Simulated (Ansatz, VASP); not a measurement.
## SnO: VASP beside Ansatz

The input INCAR:

```
  PREC = Accurate
  ENCUT = 600
  EDIFF = 1E-6
  ISMEAR = 0
  SIGMA = 0.15
  LREAL = F
  LASPH = T
  NELM = 120
  ALGO = Normal
  ISIF = 2
  LWAVE = F
  LCHARG = T
  GGA = PS
  IVDW = 12
  LELF = T
  LVHAR = T
  NBANDS = 28
  GGA_COMPAT = F
```

File KPOINTS:

```
regular mesh
0
Gamma
  12 12 10
```

File POSCAR:

```
SnO
1.0
    3.7703910616      0.0000000000      0.0000000000
    0.0000000000      3.7703910616      0.0000000000
    0.0000000000      0.0000000000      4.5633702865
Sn O
2 2
Direct
    0.0000000000      0.5000000000      0.2532585894
    0.5000000000      0.0000000000      0.7467414106
    0.0281313040      0.0281313040      0.0000000000
    0.5000000000      0.5000000000      0.0000000000
```

Input for Ansatz:

```yaml
crystal:
  lattice:
    - [3.7703910616, 0.0, 0.0]
    - [0.0, 3.7703910616, 0.0]
    - [0.0, 0.0, 4.5633702865]
  atoms:
    - { symbol: Sn, position: [0.0, 0.5, 0.2532585894] }
    - { symbol: Sn, position: [0.5, 0.0, 0.7467414106] }
    - { symbol: O, position: [0.028131304, 0.028131304, 0.0] }
    - { symbol: O, position: [0.5, 0.5, 0.0] }
basis:
  ecutwfc: 420
kpoints:
  mp_grid: { grid: [12, 12, 10] }
hamiltonian:
  xc: pbesol
  dispersion: d3bj
scf:
  occupations: { method: gaussian, width: 0.15 }
output:
  forces: true
  stress: true
  eigenvalues: true
  write_density: true
  write_potential: true
  elf: true
  volumetric_format: npy
```

Alike in both runs: task single point; functional PBEsol; dispersion D3(BJ); k mesh 12 × 12 × 10; occupations gaussian, width 0.15 eV; no spin polarisation.

|  | VASP | Ansatz |
| --- | --- | --- |
| version | VASP 6.6.1 | Ansatz 0.2.0 |
| potentials or method | VASP PAW PBE potentials, release 64 (Sn_d, O), cutoff 600 eV | scalar-relativistic, plane waves, PAW |
| valence electrons in the cell | 40 | 40 |

VASP gave:

```
gap on the k mesh at the Fermi level (eV)                     : none
pressure (GPa)                                                : 1.0
traceless stress, the component that is largest in VASP (GPa) : 1.16
rms of the force components (eV/Å)                            : 0.474
```

Which values does Ansatz return?

gap on the k mesh at the Fermi level (eV): none; pressure (GPa): 0.8; traceless stress, the component that is largest in VASP (GPa): 1.11; rms of the force components (eV/Å): 0.464.

VASP's potentials were made for PBE, not for PBEsol. Atom by atom the forces differ by 0.035 eV/Å (rms over components). A gap of «none» marks a metal or a gap that the smearing closes.
